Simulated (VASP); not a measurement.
Here is a VASP 6.6.1 calculation.

The input INCAR:

```
SYSTEM = MnS
ALGO = Normal ; EDIFF = 1E-6
ENCUT = 520 ; GGA = PE
ISIF = 2 ; ISMEAR = -1
ISPIN = 2 ; LASPH = .TRUE.
LCHARG = .FALSE. ; LDAU = .TRUE.
LDAUJ = 0.9 0 ; LDAUL = 2 -1
LDAUPRINT = 1 ; LDAUTYPE = 1
LDAUU = 4.4 0 ; LMAXMIX = 4
LORBIT = 11 ; LREAL = .FALSE.
LWAVE = .FALSE. ; MAGMOM = 2.8 2.8 0 0
NBANDS = 31 ; NELM = 150
PREC = Accurate ; SIGMA = 0.1
```

Contents of KPOINTS:

```
k-points
0
G
  7 7 7
  0 0 0
```

The input POSCAR:

```
MnS
1.0
    1.8775494855      1.0840040259      6.0962431134
   -1.8775494855      1.0840040259      6.0962431134
    0.0000000000     -2.1680070258      6.0962431134
Mn S
2 2
Direct
    0.0000000000      0.0000000000      0.0000000000
    0.5000000000      0.5000000000      0.5000000000
    0.7500000000      0.7500000000      0.7500000000
    0.2500000000      0.2500000000      0.2500000000
```

Potentials or basis: VASP PAW PBE potentials, release 64 (Mn_pv, S).

Command:

```bash
$ cat potpaw_PBE.64/Mn_pv/POTCAR potpaw_PBE.64/S/POTCAR > POTCAR
$ mpirun -np 1 vasp_std > vasp.out
```

Q: Estimate the net moment.

A: 10.00 μB per cell.

Q: What does it give for the site moments?

A: Mn +4.59; S +0.08 μB.

Eigenvalues of the final occupation matrices:
```csv
site,spin,trace,eigenvalues
site 1 d,1,4.71,0.93 0.93 0.93 0.95 0.95
site 1 d,2,0.19,0.01 0.01 0.01 0.07 0.07
site 2 d,1,4.71,0.93 0.93 0.93 0.95 0.95
site 2 d,2,0.19,0.01 0.01 0.01 0.07 0.07
```

 The state reached can hang on the start; a lower one may exist.
